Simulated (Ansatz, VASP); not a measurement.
NaI: VASP beside Ansatz

The input POSCAR:

```
NaI
1.0
    0.0000000000      3.4283922248      3.5431916338
    3.4283922248      0.0000000000      3.5431916338
    3.4283922248      3.4283922248      0.0000000000
Na I
1 1
Direct
    0.0000000000      0.0000000000      0.0000000000
    0.2500000000      0.2500000000      0.2500000000
```

File INCAR.step1:

```
ALGO     = Normal         # electronic algorithm
EDIFF    = 1E-4           # SCF threshold, eV
ENCUT    = 520            # plane-wave cutoff, eV
GGA      = PE             # functional
ISMEAR   = 0              # smearing method
LASPH    = True           # aspherical terms in the spheres
LCHARG   = False          # write CHGCAR
LREAL    = False          # projectors in reciprocal space
LWAVE    = True           # write WAVECAR
NBANDS   = 14             # bands
NELM     = 80             # most SCF steps
PREC     = Accurate       # precision mode
SIGMA    = 0.01           # smearing width, eV
```

File INCAR.step2:

```
ALGO     = Normal         # electronic algorithm
EDIFF    = 1E-7           # SCF threshold, eV
ENCUT    = 520            # plane-wave cutoff, eV
ISIF     = 2              # what is computed and relaxed
ISMEAR   = 0              # smearing method
ISTART   = 1            
LASPH    = True           # aspherical terms in the spheres
LCHARG   = False          # write CHGCAR
LMIXTAU  = True         
LREAL    = False          # projectors in reciprocal space
LWAVE    = False          # write WAVECAR
METAGGA  = R2SCAN         # meta-GGA
NBANDS   = 14             # bands
NELM     = 80             # most SCF steps
PREC     = Accurate       # precision mode
SIGMA    = 0.01           # smearing width, eV
```

The input KPOINTS:

```
k-points
0
Gamma
  6 6 6
```

Input for Ansatz:

```yaml
crystal:
  lattice:
    - [0.0, 3.4283922248, 3.5431916338]
    - [3.4283922248, 0.0, 3.5431916338]
    - [3.4283922248, 3.4283922248, 0.0]
  atoms:
    - { symbol: Na, position: [0.0, 0.0, 0.0] }
    - { symbol: I, position: [0.25, 0.25, 0.25] }
kpoints:
  mp_grid: { grid: [6, 6, 6] }
  band_path:
    path:
      - [0.0, 0.0, 0.0]
      - [-0.5, -0.5, 0.0]
      - [-0.375, -0.375, 0.25]
      - [-0.375, 0.0, 0.375]
      - [0.0, 0.0, 0.5]
      - [-0.5, -0.25, 0.25]
    npoints: 1
hamiltonian:
  xc: r2scan
scf:
  occupations: { method: fixed }
  n_extra_bands: 4
output:
  forces: true
  stress: true
  eigenvalues: true
```

Change from the starting cell: biaxial_xy strain -3.2%.

Alike in both runs: task single point; functional r2SCAN; k mesh 6 × 6 × 6; no spin polarisation.

|  | VASP | Ansatz |
| --- | --- | --- |
| version | VASP 6.6.1 | Ansatz 0.2.0 |
| potentials or method | VASP PAW PBE potentials, release 64 (Na_pv, I) | plane waves, PAW |
| plane-wave cutoff (eV) | 520 | 500 |
| occupations | gaussian, width 0.01 eV | fixed |
| valence electrons in the cell | 14 | 26 |

```tsv
	VASP	Ansatz	Ansatz less VASP
gap on the k mesh at the Fermi level (eV)	4.52	4.52	-0.005
pressure (GPa)	0.9	0.9	+0.05
```

VASP's potentials were made for PBE, not for r2SCAN. VASP's potentials hold 14 valence electrons a cell and Ansatz's 26, so a difference there can come from the potentials and not from the codes.

Neither program's run includes spin-orbit coupling.
